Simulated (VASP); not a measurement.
## H15C2NO6: single point with PBEsol

System: H15C2NO6.

```xyz
24
Lattice="6.4393 0.0000 0.0000 0.0000 6.4393 0.0000 0.0000 0.0000 6.4393" Properties=species:S:1:pos:R:3 pbc="T T T"
O     2.0389    5.7855    0.1454
O     1.9421    2.4568    2.9084
O     4.7198    3.1984    3.9573
O     3.9077    5.3404    2.5964
O     0.5034    4.8909    2.2380
O     1.2509    0.4055    4.3813
H     1.7429    6.4006   -0.5791
H     1.5391    5.0134   -0.2733
H     1.4234    3.3063    2.6706
H     2.5603    2.8982    3.5638
H     5.0504    4.0893    3.5310
H     5.5343    2.7293    4.2939
H     3.8522    5.2634    1.6543
H     3.2033    5.9734    2.8936
H     1.1362    5.0047    1.4736
H    -0.1573    4.2054    1.9124
H     1.2666    1.2730    3.7476
H     0.5227   -0.1191    4.0582
H     4.4399    1.2358    1.0543
H     4.4332    1.6563   -0.7656
H     5.4998    0.4567   -0.0064
C     5.0235    1.3631    0.1337
C     6.0721    2.3533    0.1478
N     6.9033    3.2001    0.1062
```

| Quantity | Value |
| --- | --- |
| Program | VASP 6.6.1 |
| Task | single point |
| Functional | PBEsol |
| Potentials or basis | VASP PAW PBE potentials, release 64 (O, H, C, N) |
| Cutoff | 520 eV |
| k mesh | 1 × 1 × 1 |
| Occupations | fermi-dirac, width 0.02 eV |
| Spin | no spin polarisation |
| Dipole correction | no |
| Further INCAR settings | LREAL = Auto; ALGO = Normal; EDIFF = 1e-06; NBANDS = 50 |

| Quantity | Value |
| --- | --- |
| Pressure | -1.4 GPa |
| Largest force | 2.834 eV/Å |

Forces in eV/Å, atoms in the order of the input:
```
O   -0.834 -1.529 -0.461
O   -0.217  1.763  0.754
O    1.594  1.061 -0.493
O   -0.147  0.689  1.841
O   -0.626 -1.395  0.074
O    0.406  2.232 -0.818
H    0.274  0.912 -0.177
H    0.934  0.070  0.778
H    0.175 -0.860 -0.098
H    0.094 -0.807 -0.566
H   -1.138 -1.739  0.981
H   -0.681  0.705 -0.443
H   -0.492  0.099 -1.540
H    0.408 -0.547 -0.306
H   -0.313  0.534  0.151
H    0.880  1.057  0.116
H    0.541 -1.190  1.002
H   -0.727 -0.848 -0.653
H   -0.156  0.582  0.074
H   -0.330 -0.468  0.493
H    1.095 -2.526 -0.672
C   -0.516  2.206 -0.331
C    1.444  1.769  0.535
N   -1.667 -1.771 -0.243
```

Stress tensor (GPa, compression positive):
```
-2.14 -1.60  0.31
-1.60 -2.46  1.31
 0.31  1.31  0.36
```

Levels at points of the mesh, in eV from the Fermi level:
```
           k point  band 30  band 31  band 32  band 33  band 34  band 35
(0.00, 0.00, 0.00)    -0.75    -0.75    -0.48     4.21     5.13     5.45
```

Run time: 19 s on 1 thread of Intel(R) Xeon(R) Platinum 8488C (Sapphire Rapids), on a shared host, peak memory 0.3 GiB.

Caveat: the k points lie up to 0.98 Å⁻¹ apart; the atoms stand as in a frame of molecular dynamics; the PAW data sets were made with another functional, which shifts forces and pressure a little.
